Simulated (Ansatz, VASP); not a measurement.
## One calculation of Si2W, two programs

File INCAR:

```
SYSTEM = Si2W
ALGO = Normal
EDIFF = 1E-7
ENCUT = 520
GGA = PE
ISIF = 2
ISMEAR = 0
LASPH = .TRUE.
LCHARG = .TRUE.
LELF = .TRUE.
LREAL = .FALSE.
LVHAR = .TRUE.
LWAVE = .FALSE.
NBANDS = 18
NELM = 80
PREC = Accurate
SIGMA = 0.15
```

The input KPOINTS:

```
k-points
0
G
  18 18 18
  0 0 0
```

File POSCAR:

```
Si2W
1.0
   -1.5163172574      1.5163172574      3.9251388524
    1.5163172574     -1.5163172574      3.9251388524
    1.5163172574      1.5163172574     -3.9251388524
Si W
2 1
Direct
    0.3345726944      0.3345726944      0.0000000000
    0.6654273056      0.6654273056      0.0000000000
    0.0000000000      0.0000000000      0.0000000000
```

Input for Ansatz:

```yaml
crystal:
  lattice:
    - [-1.5163172574, 1.5163172574, 3.9251388524]
    - [1.5163172574, -1.5163172574, 3.9251388524]
    - [1.5163172574, 1.5163172574, -3.9251388524]
  atoms:
    - { symbol: Si, position: [0.3345726944, 0.3345726944, 0.0] }
    - { symbol: Si, position: [0.6654273056, 0.6654273056, 0.0] }
    - { symbol: W, position: [0.0, 0.0, 0.0] }
basis:
  ecutwfc: 420
kpoints:
  mp_grid: { grid: [18, 18, 18] }
hamiltonian:
  xc: pbe
  pseudopotentials: { kind: paw, azcp: { folder: soft_1 } }
scf:
  occupations: { method: gaussian, width: 0.15 }
output:
  forces: true
  stress: true
  eigenvalues: true
```

Alike in both runs: task single point; functional PBE; k mesh 18 × 18 × 18; occupations gaussian, width 0.15 eV; no spin polarisation.

```csv
,VASP,Ansatz
version,VASP 6.6.1,Ansatz 0.2.0
potentials or method,"VASP PAW PBE potentials, release 64 (Si, W_sv), cutoff 520 eV","scalar-relativistic, plane waves, PAW"
valence electrons in the cell,22,22
```

Ansatz gave:

```
gap on the k mesh at the Fermi level (eV) : none
rms of the force components (eV/Å)        : 0.221
```

Q: Which values does VASP return?

A: gap on the k mesh at the Fermi level (eV): none; rms of the force components (eV/Å): 0.224.

Atom by atom the forces differ by 0.003 eV/Å (rms over components). A gap of «none» marks a metal or a gap that the smearing closes. The functional is the same, so the differences come from potentials, cutoffs and numerics.

Spin-orbit coupling is off throughout.
